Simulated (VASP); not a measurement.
Wanted: the native input for a VASP 6.6.1 run.

| Property | Result |
| --- | --- |
| Task | electric field gradients |
| Functional | PBEsol |
| Potentials or basis | VASP PAW PBE potentials, release 64 (Mg) |
| Cutoff | 520 eV |
| k mesh | 15 × 15 × 15 |
| Occupations | fermi-dirac, width 0.05 eV |
| Spin | no spin polarisation |
| Dipole correction | no |
| Further INCAR settings | ALGO = Normal; EDIFF = 1e-08; NBANDS = 7 |

The structure of Mg lies in POSCAR:

```
Mg
1.0
   -1.8048671150      1.8048671150      1.6509340451
    1.8048671150     -1.8048671150      1.6509340451
    1.8048671150      1.8048671150     -1.6509340451
Mg
1
Direct
    0.0000000000      0.0000000000      0.0000000000
```

This cell differs from its parent crystal: volume scaled by 0.95.

The input as run:

INCAR

```
PREC = Accurate
ENCUT = 520
EDIFF = 1E-8
ISMEAR = -1
SIGMA = 0.05
LREAL = False
LASPH = True
NELM = 100
ALGO = Normal
ISIF = 2
LWAVE = False
LCHARG = False
GGA = PS
LEFG = True
NBANDS = 7
```

KPOINTS

```
Automatic mesh
0
Gamma
  15 15 15
```

Potentials or basis: VASP PAW PBE potentials, release 64 (Mg).

Launch:

```bash
$ cat potpaw_PBE.64/Mg/POTCAR > POTCAR
$ mpirun -np 1 vasp_std > vasp.out
```

Results of the run:

* Pressure: 1.8 GPa
* Band gap on the k mesh: zero (band 1 reaches 6.36 eV, above the bottom of band 2 at 1.72 eV)

Caveat: without QUAD_EFG the Cq values of the log hold for a quadrupole moment of 1 mb, not for the nuclei; the PAW data sets were made with another functional, which shifts forces and pressure a little.

Run time: 13 s on 1 thread of Intel(R) Xeon(R) 6975P-C (Granite Rapids), on a shared host, peak memory 0.16 GiB.
